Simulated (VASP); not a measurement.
Here is a VASP 6.6.1 calculation.

File INCAR:

```
PREC = Accurate
ENCUT = 520
EDIFF = 1E-7
ISMEAR = -1
SIGMA = 0.08
LREAL = False
LASPH = True
NELM = 80
ALGO = Normal
ISIF = 2
LWAVE = False
LCHARG = False
GGA = PE
NBANDS = 13
```

Contents of KPOINTS:

```
Automatic mesh
0
Gamma
  15 15 15
```

POSCAR

```
Te
1.0
   -2.5597820091      2.5597820091      1.3505531705
    2.5597820091     -2.5597820091      1.3505531705
    2.5597820091      2.5597820091     -1.3505531705
Te
2
Direct
   -0.3750000000     -0.1250000000     -0.2500000000
    0.3750000000      0.1250000000      0.2500000000
```

Potentials or basis: VASP PAW PBE potentials, release 64 (Te).

The run is started by

```bash
$ cat potpaw_PBE.64/Te/POTCAR > POTCAR
$ mpirun -np 1 vasp_std > vasp.out
```

(1) What does it give for the pressure?

(2) What does it give for the band gap on the k mesh?

Answers

(1) 102.5 GPa.

(2) zero (band 6 reaches 21.90 eV, above the bottom of band 7 at 14.77 eV).

Caveat: spin-orbit coupling is left out, which moves the levels of the heavy elements.
